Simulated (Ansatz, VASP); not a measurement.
Given: the input of a run of Ansatz 0.2.0 on PbO2.

Contents of input.yaml:

```yaml
crystal:
  lattice:
    - [0.0, 2.6654741181, 2.6654741181]
    - [2.6654741181, 0.0, 2.6654741181]
    - [2.6654741181, 2.6654741181, 0.0]
  atoms:
    - { symbol: Pb, position: [0.0, 0.0, 0.0] }
    - { symbol: O, position: [0.75, 0.75, 0.75] }
    - { symbol: O, position: [0.25, 0.25, 0.25] }
kpoints:
  mp_grid: { grid: [9, 9, 9] }
scf:
  occupations: { method: fermi_dirac, width: 0.05 }
hamiltonian:
  xc: pbesol
  pseudopotentials: { kind: all_electron, lapw: { basis_error: 0.001 } }
output:
  forces: true
  stress: true
  eigenvalues: true
```

Potentials or basis: all-electron LAPW, scalar-relativistic.

Run with:

```sh
$ ansatz run input.yaml --threads 2 --pin off --max-ram 8192MiB --backend cpu --events-out ev --progress --plain --runs-dir out
```

Problem. Set up the same calculation for VASP 6.6.1. Potentials there: VASP PAW PBE potentials, release 64 (Pb_d, O).

Solution. As run (the cutoff follows the program's own potentials):

Contents of INCAR:

```
SYSTEM = PbO2
ALGO = Normal ; EDIFF = 1E-7
ENCUT = 520 ; GGA = PS
ISIF = 2 ; ISMEAR = -1
LASPH = .True. ; LCHARG = .False.
LREAL = .False. ; LWAVE = .False.
NBANDS = 20 ; NELM = 100
PREC = Accurate ; SIGMA = 0.05
```

Contents of KPOINTS:

```
k-points
0
Gamma
  9 9 9
  0 0 0
```

The input POSCAR:

```
PbO2
1.0
    0.0000000000      2.6654741181      2.6654741181
    2.6654741181      0.0000000000      2.6654741181
    2.6654741181      2.6654741181      0.0000000000
Pb O
1 2
Direct
    0.0000000000      0.0000000000      0.0000000000
    0.7500000000      0.7500000000      0.7500000000
    0.2500000000      0.2500000000      0.2500000000
```

Potentials or basis: VASP PAW PBE potentials, release 64 (Pb_d, O).

The run is started by

```sh
$ cat potpaw_PBE.64/Pb_d/POTCAR potpaw_PBE.64/O/POTCAR > POTCAR
$ mpirun -np 1 vasp_std > vasp.out
```

Both were run:

|  | VASP | Ansatz | Ansatz less VASP |
| --- | --- | --- | --- |
| gap on the k mesh at the Fermi level (eV) | none | none | - |
| pressure (GPa) | 0.3 | 0.0 | -0.25 |

VASP's potentials were made for PBE, not for PBEsol. A gap of «none» marks a metal or a gap that the smearing closes. Ansatz ran all-electron here, and VASP with PAW potentials.

Neither program's run includes spin-orbit coupling.
